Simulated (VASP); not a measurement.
Here is a VASP 6.6.1 calculation.

Contents of INCAR:

```
PREC     = Accurate       # precision mode
ENCUT    = 520            # plane-wave cutoff, eV
EDIFF    = 1E-6           # SCF threshold, eV
ISMEAR   = 0              # smearing method
SIGMA    = 0.2            # smearing width, eV
LREAL    = False          # projectors in reciprocal space
LASPH    = True           # aspherical terms in the spheres
NELM     = 80             # most SCF steps
ALGO     = Normal         # electronic algorithm
ISIF     = 2              # what is computed and relaxed
LWAVE    = False          # write WAVECAR
LCHARG   = False          # write CHGCAR
GGA      = PE             # functional
NBANDS   = 50             # bands
```

File KPOINTS:

```
regular mesh
0
Gamma
  6 6 2
```

File POSCAR:

```
SnGeTe2
1.0
    4.4029257000      0.0000000000      0.0000000000
    0.0000000000      4.4029257000      0.0000000000
    0.0000000000      0.0000000000     12.4483672000
Sn Ge Te
2 2 4
Direct
    0.5000000000      0.5000000000      0.2500000000
    0.5000000000      0.5000000000      0.7500000000
    0.0000000000      0.0000000000      0.0000000000
    0.0000000000      0.0000000000      0.5000000000
    0.0000000000      0.0000000000      0.2500000000
    0.0000000000      0.0000000000      0.7500000000
    0.5000000000      0.5000000000      0.0000000000
    0.5000000000      0.5000000000      0.5000000000
```

Potentials or basis: VASP PAW PBE potentials, release 64 (Sn_d, Ge_d, Te).

The run is started by

```sh
$ cat potpaw_PBE.64/Sn_d/POTCAR potpaw_PBE.64/Ge_d/POTCAR potpaw_PBE.64/Te/POTCAR > POTCAR
$ mpirun -np 1 vasp_std > vasp.out
```

Task: Predict the pressure.

Result: -0.1 GPa.

Stress tensor (GPa, compression positive):
```
-0.20  0.00  0.00
 0.00 -0.20  0.00
 0.00  0.00  0.13
```
